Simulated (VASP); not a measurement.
# BaTiO3 in VASP: notebook

The runs below take BaTiO3 through single point, with PBE.

All numbers are computed with VASP 6.6.1; they aren't measurements. Logs are shortened: lines on timing, memory, paths and dates and some standing lists are left out, and cuts for length are marked.

## Step 1: The cell of the first run

Symmetry: P4/mmm, No. 123, tetragonal system. The conventional cell has a = 3.999 Å, b = 3.999 Å, c = 4.100 Å, α = 90.00°, β = 90.00°, γ = 90.00°. Ba (site symmetry 4/mmm) has 12 O at 2.83 to 2.86 Å and 8 Ti at 3.49 Å within 3.7 Å. Within 2.6 Å of Ti (site symmetry 4/mmm) lie 6 O at 2.00 to 2.05 Å. O (site symmetry 4/mmm) has 2 Ti at 2.05 Å within 2.7 Å. O (site symmetry mmm) has 2 Ti at 2.00 Å within 2.6 Å.

## Step 2: Single point, PBE (uniaxial strain along a: +2.0 %)

INCAR reads:

```
PREC = Accurate
ENCUT = 520
EDIFF = 1E-7
ISMEAR = 0
SIGMA = 0.02
LREAL = F
LASPH = T
NELM = 100
ALGO = Normal
ISIF = 2
LWAVE = F
LCHARG = F
GGA = PE
NBANDS = 28
```

KPOINTS reads:

```
regular mesh
0
Gamma
  8 8 8
```

POSCAR reads:

```
BaTiO3
1.0
    4.0996359519      0.0000000000      0.0000000000
    0.0000000000      3.9991546786      0.0000000000
    0.0000000000      0.0000000000      3.9991546786
Ba Ti O
1 1 3
Direct
    0.5000000000      0.5000000000      0.5000000000
    0.0000000000      0.0000000000      0.0000000000
    0.5000000000      0.0000000000      0.0000000000
    0.0000000000      0.5000000000      0.0000000000
    0.0000000000      0.0000000000      0.5000000000
```

Potentials or basis: VASP PAW PBE potentials, release 64 (Ba_sv, Ti_sv, O).

The run is started by

```sh
cat potpaw_PBE.64/Ba_sv/POTCAR potpaw_PBE.64/Ti_sv/POTCAR potpaw_PBE.64/O/POTCAR > POTCAR
mpirun -np 1 vasp_std > vasp.out
```

OUTCAR:

```text
PREC = Accurate
   ENCUT = 520
   EDIFF = 1E-7
   ISMEAR = 0
   LREAL = F
   LASPH = T
   NELM = 100
   ISIF = 2
   GGA = PE

 ion  position               nearest neighbor table
   1  0.500  0.500  0.500-   3 2.83   3 2.83   3 2.83   3 2.83   4 2.86   5 2.86   5 2.86   4 2.86
                             4 2.86   5 2.86   4 2.86   5 2.86   2 3.49   2 3.49   2 3.49   2 3.49
   2  0.000  0.000  0.000-   4 2.00   5 2.00   5 2.00   4 2.00   3 2.05   3 2.05   1 3.49   1 3.49
                             1 3.49   1 3.49   1 3.49   1 3.49   1 3.49   1 3.49
   3  0.500  0.000  0.000-   2 2.05   2 2.05   1 2.83   1 2.83   1 2.83   1 2.83
   4  0.000  0.500  0.000-   2 2.00   2 2.00   1 2.86   1 2.86   1 2.86   1 2.86
   5  0.000  0.000  0.500-   2 2.00   2 2.00   1 2.86   1 2.86   1 2.86   1 2.86

  LATTYP: Found a simple tetragonal cell.
 ALAT       =     3.9991546786
 C/A-ratio  =     1.0251256281

  Lattice vectors:

 A1 = (   0.0000000000,   3.9991546786,   0.0000000000)
 A2 = (   0.0000000000,   0.0000000000,   3.9991546786)
 A3 = (   4.0996359519,   0.0000000000,   0.0000000000)

Analysis of symmetry for initial positions (statically):
=====================================================================
 Subroutine PRICEL returns:
 Original cell was already a primitive cell.

 Routine SETGRP: Setting up the symmetry group for a
 simple tetragonal supercell.

 Subroutine GETGRP returns: Found 16 space group operations
 (whereof 16 operations were pure point group operations)
 out of a pool of 16 trial point group operations.

The static configuration has the point symmetry D_4h.

Analysis of symmetry for dynamics (positions and initial velocities):
=====================================================================
 Subroutine PRICEL returns:
 Original cell was already a primitive cell.

 Routine SETGRP: Setting up the symmetry group for a
 simple tetragonal supercell.

 Subroutine GETGRP returns: Found 16 space group operations
 (whereof 16 operations were pure point group operations)
 out of a pool of 16 trial point group operations.

The dynamic configuration has the point symmetry D_4h.

 Subroutine INISYM returns: Found 16 space group operations
 (whereof 16 operations are pure point group operations),
 and found     1 'primitive' translations

----------------------------------------------------------------------------------------

                                     Primitive cell

  volume of cell :      65.5665

  direct lattice vectors                    reciprocal lattice vectors
     4.099635952  0.000000000  0.000000000     0.243924098  0.000000000  0.000000000
     0.000000000  3.999154679  0.000000000     0.000000000  0.250052844  0.000000000
     0.000000000  0.000000000  3.999154679     0.000000000  0.000000000  0.250052844

  length of vectors
     4.099635952  3.999154679  3.999154679     0.243924098  0.250052844  0.250052844

  position of ions in fractional coordinates (direct lattice)
     0.500000000  0.500000000  0.500000000
     0.000000000  0.000000000  0.000000000
     0.500000000  0.000000000  0.000000000
     0.000000000  0.500000000  0.000000000
     0.000000000  0.000000000  0.500000000

  ion indices of the primitive-cell ions
   primitive index   ion index
                 1           1
                 2           2
                 3           3
                 4           4
                 5           5

----------------------------------------------------------------------------------------

 KPOINTS: regular mesh

Automatic generation of k-mesh.
 Grid dimensions read from file:
 generate k-points for:    8    8    8

 Generating k-lattice:

  Cartesian coordinates                     Fractional coordinates (reciprocal lattice)
     0.030490512  0.000000000  0.000000000     0.125000000  0.000000000  0.000000000
     0.000000000  0.031256605  0.000000000     0.000000000  0.125000000  0.000000000
     0.000000000  0.000000000  0.031256605     0.000000000  0.000000000  0.125000000

  Length of vectors
     0.030490512  0.031256605  0.031256605

  Shift w.r.t. Gamma in fractional coordinates (k-lattice)
     0.000000000  0.000000000  0.000000000

 Subroutine IBZKPT returns following result:
 ===========================================

 Found     75 irreducible k-points:

 Following reciprocal coordinates:
            Coordinates               Weight
  0.000000  0.000000  0.000000      1.000000
  0.125000  0.000000  0.000000      2.000000
  0.250000  0.000000  0.000000      2.000000
  0.375000  0.000000  0.000000      2.000000
  0.500000  0.000000  0.000000      1.000000
  0.000000  0.125000  0.000000      4.000000
[... 16 lines left out ...]
  0.250000  0.500000  0.000000      4.000000
  0.375000  0.500000  0.000000      4.000000
 [... further k-points ...]
   k-points           NKPTS =     75   k-points in BZ     NKDIM =     75   number of bands    NBANDS=     28
   number of dos      NEDOS =    301   number of ions     NIONS =      5
   total plane-waves  NPLWV =  27000
   dimension x,y,z NGX =    30 NGY =   30 NGZ =   30
   dimension x,y,z NGXF=    60 NGYF=   60 NGZF=   60
   ions per type =               1   1   3
   NGX,Y,Z   is equivalent  to a cutoff of  12.17, 12.47, 12.47 a.u.
   NGXF,Y,Z  is equivalent  to a cutoff of  24.33, 24.94, 24.94 a.u.
 SYSTEM =  unknown system
   PREC   = accura    normal or accurate (medium, high low for compatibility)
   ISTART =      0    job   : 0-new  1-cont  2-samecut
   ICHARG =      2    charge: 1-file 2-atom 10-const
   ISPIN  =      1    spin polarized calculation?
   LNONCOLLINEAR =      F non collinear calculations
   LSORBIT =      F    spin-orbit coupling
   LASPH  =      T    aspherical Exc in radial PAW
   ENCUT  =  520.0 eV  38.22 Ry    6.18 a.u.   7.62  7.44  7.44*2*pi/ulx,y,z
   NELM   =    100;   NELMIN=  2; NELMDL= -5     # of ELM steps
   EDIFF  = 0.1E-06   stopping-criterion for ELM
   LREAL  =      F    real-space projection
   EDIFFG = 0.1E-05   stopping-criterion for IOM
   NSW    =      0    number of steps for IOM
   IBRION =     -1    ionic relax: 0-MD 1-quasi-New 2-CG
   NFREE  =      0    steps in history (QN), initial steepest desc. (CG)
   ISIF   =      2    stress and relaxation
   ISYM   =      2    0-nonsym 1-usesym 2-fastsym
   POTIM  = 0.5000    time-step for ionic-motion
   TEBEG  =    0.0;   TEEND  =   0.0 temperature during run
   PSTRESS=    0.0 pullay stress
   NELECT =      40.0000    total number of electrons
   NUPDOWN=      -1.0000    fix difference up-down
   EMIN   =  10.00;   EMAX   =-10.00  energy-range for DOS
   EFERMI =   0.00;   METHOD = LEGACY
   ISMEAR =     0;   SIGMA  =   0.02  broadening in eV -4-tet -1-fermi 0-gaus
   EFERMI_NEDOS =   21; number of points for ismear=-14 and -15
   IALGO  =     38    algorithm
   IMIX   =      4    mixing-type and parameters
     AMIX     =   0.40;   BMIX     =  1.00
     AMIX_MAG =   1.60;   BMIX_MAG =  1.00
  volume/ion in A,a.u.               =      13.11        88.49
  Fermi-wavevector in a.u.,A,eV,Ry     =   1.388463  2.623814 26.229707  1.927829
  Thomas-Fermi vector in A             =   2.512587
   LORBIT       =      0    0 simple, 1 ext, 2 COOP (PROOUT), +10 PAW based schemes
   GGA     = PE    functional components
   LHFCALC =     F    Hartree Fock is set to
   AEXX    =    0.0000 exact exchange contribution
   IVDW    =     0    specifies the selected vdW correction
   LEPSILON=     F    determine dielectric tensor
   LRPA    =     F    only Hartree local field effects (RPA)
 non-spin polarized calculation
 Gauss-broadening in eV      SIGMA  =   0.02
  energy-cutoff  :      520.00
  volume of cell :       65.57
 maximum number of plane-waves:      1795
   NGX = 15   NGY = 15   NGZ = 15

 number of electron      39.9999984 magnetization

 Free energy of the ion-electron system (eV)
  ---------------------------------------------------
  ext. energy  EPLUGINS =         0.00000000
  ---------------------------------------------------
  free energy    TOTEN  =       -39.97145274 eV

  energy without entropy =      -39.97145274  energy(sigma->0) =      -39.97145274

 E-fermi :   3.8107     XC(G=0): -11.1425

 val. band max:        3.6971471047   @ k =   0.5000   0.5000   0.5000
 cond. band min:       5.3502469078   @ k =   0.0000   0.0000   0.0000
 fundamental gap:      1.6530998031
 Fermi energy:         3.8106716028

 k-point     1 :       0.0000    0.0000    0.0000
  band No.  band energies     occupation
      1     -53.0656      2.00000
      2     -29.2671      2.00000
      3     -29.2671      2.00000
      4     -29.2627      2.00000
      5     -21.2041      2.00000
      6     -13.1951      2.00000
[... 20 lines left out ...]
     27       8.8145      0.00000
     28      10.8099      0.00000

 k-point     2 :       0.1250    0.0000    0.0000
  band No.  band energies     occupation
      1     -53.0655      2.00000
      2     -29.2682      2.00000
      3     -29.2669      2.00000
      4     -29.2669      2.00000
      5     -21.1906      2.00000
      6     -13.2166      2.00000
[... 20 lines left out ...]
     27       9.0895      0.00000
     28      11.1594      0.00000

 k-point     3 :       0.2500    0.0000    0.0000
  band No.  band energies     occupation
      1     -53.0652      2.00000
      2     -29.2816      2.00000
      3     -29.2664      2.00000
      4     -29.2664      2.00000
      5     -21.1575      2.00000
      6     -13.2923      2.00000
[... 20 lines left out ...]
     27       9.8082      0.00000
     28      12.0094      0.00000

 k-point     4 :       0.3750    0.0000    0.0000
  band No.  band energies     occupation
      1     -53.0650      2.00000
      2     -29.2949      2.00000
      3     -29.2659      2.00000
      4     -29.2659      2.00000
      5     -21.1239      2.00000
      6     -13.3888      2.00000
[... 20 lines left out ...]
     27      10.6494      0.00000
     28      11.9019      0.00000

 k-point     5 :       0.5000    0.0000    0.0000
  band No.  band energies     occupation
      1     -53.0649      2.00000
      2     -29.3004      2.00000
      3     -29.2657      2.00000
      4     -29.2657      2.00000
      5     -21.1099      2.00000
      6     -13.4323      2.00000
[... 20 lines left out ...]
     27      11.0532      0.00000
     28      11.8571      0.00000

 k-point     6 :       0.0000    0.1250    0.0000
  band No.  band energies     occupation
      1     -53.0654      2.00000
      2     -29.2747      2.00000
      3     -29.2668      2.00000
      4     -29.2624      2.00000
      5     -21.1880      2.00000
      6     -13.1877      2.00000
[... 463 lines left out ...]
      5     -21.0920      2.00000
      6     -13.3441      2.00000
[... 20 lines left out ...]
     27      11.2006      0.00000
     28      11.7321      0.00000

 k-point    22 :       0.1250    0.5000    0.0000
  band No.  band energies     occupation
      1     -53.0645      2.00000
      2     -29.3184      2.00000
      3     -29.2661      2.00000
      4     -29.2649      2.00000
      5     -21.0835      2.00000
      6     -13.2845      2.00000
[... 20 lines left out ...]
     27      11.4830      0.00000
     28      11.9604      0.00000

 k-point    23 :       0.2500    0.5000    0.0000
  band No.  band energies     occupation
      1     -53.0642      2.00000
      2     -29.3175      2.00000
      3     -29.2790      2.00000
      4     -29.2645      2.00000
      5     -21.0627      2.00000
      6     -13.1315      2.00000
[... 20 lines left out ...]
     27      12.0548      0.00000
     28      12.2929      0.00000

 k-point    24 :       0.3750    0.5000    0.0000
  band No.  band energies     occupation
      1     -53.0640      2.00000
      2     -29.3166      2.00000
      3     -29.2920      2.00000
      4     -29.2640      2.00000
      5     -21.0418      2.00000
      6     -12.9581      2.00000
[... 20 lines left out ...]
     27      11.5292      0.00000
     28      13.0895      0.00000

 [... further k-points ...]

------------------------ aborting loop because EDIFF is reached ----------------------------------------

  FORCE on cell =-STRESS in cart. coord.  units (eV):
  Direction    XX          YY          ZZ          XY          YZ          ZX
  --------------------------------------------------------------------------------------
  -------------------------------------------------------------------------------------
  Total       -1.0650888      0.6770380      0.6770380      0.0000000      0.0000000     -0.0000000
  in kB      -26.0264366     16.5440532     16.5440532      0.0000000      0.0000000     -0.0000000
  external PRESSURE =       2.3538899 kB  Pullay stress =       0.0000000 kB

 VOLUME and BASIS-vectors are now :
 -----------------------------------------------------------------------------
  energy-cutoff  :      520.00
  volume of cell :       65.57
      direct lattice vectors                 reciprocal lattice vectors
     4.099635952  0.000000000  0.000000000     0.243924098  0.000000000  0.000000000
     0.000000000  3.999154679  0.000000000     0.000000000  0.250052844  0.000000000
     0.000000000  0.000000000  3.999154679     0.000000000  0.000000000  0.250052844

 POSITION                                       TOTAL-FORCE (eV/Angst)
 -----------------------------------------------------------------------------------
      2.04982      1.99958      1.99958         0.000000      0.000000      0.000000
      0.00000      0.00000      0.00000         0.000000      0.000000      0.000000
      2.04982      0.00000      0.00000         0.000000      0.000000      0.000000
      0.00000      1.99958      0.00000         0.000000      0.000000      0.000000
      0.00000      0.00000      1.99958         0.000000      0.000000      0.000000
 -----------------------------------------------------------------------------------
    total drift:                                0.000000     -0.000000      0.000000

  FREE ENERGIE OF THE ION-ELECTRON SYSTEM (eV)
  ---------------------------------------------------
  free  energy   TOTEN  =       -39.9714527442 eV

  energy  without entropy=      -39.9714527442  energy(sigma->0) =      -39.97145274
```

Run time: 76 s. Hardware: 1 thread of Intel Xeon 6975P-C (Granite Rapids), shared host; peak memory 0.26 GiB.

What came out:

| Quantity | Value |
| --- | --- |
| Free energy | -39.9715 eV |
| Pressure | 0.2 GPa |
| Band gap on the k mesh | 1.65 eV, indirect (least direct gap 1.84 eV) |

Caveat: the cell differs from its parent crystal (uniaxial strain along a: +2.0 %); spin-orbit coupling is left out, which moves the levels of the heavy elements.

(Part 1 of 2 ends here.)
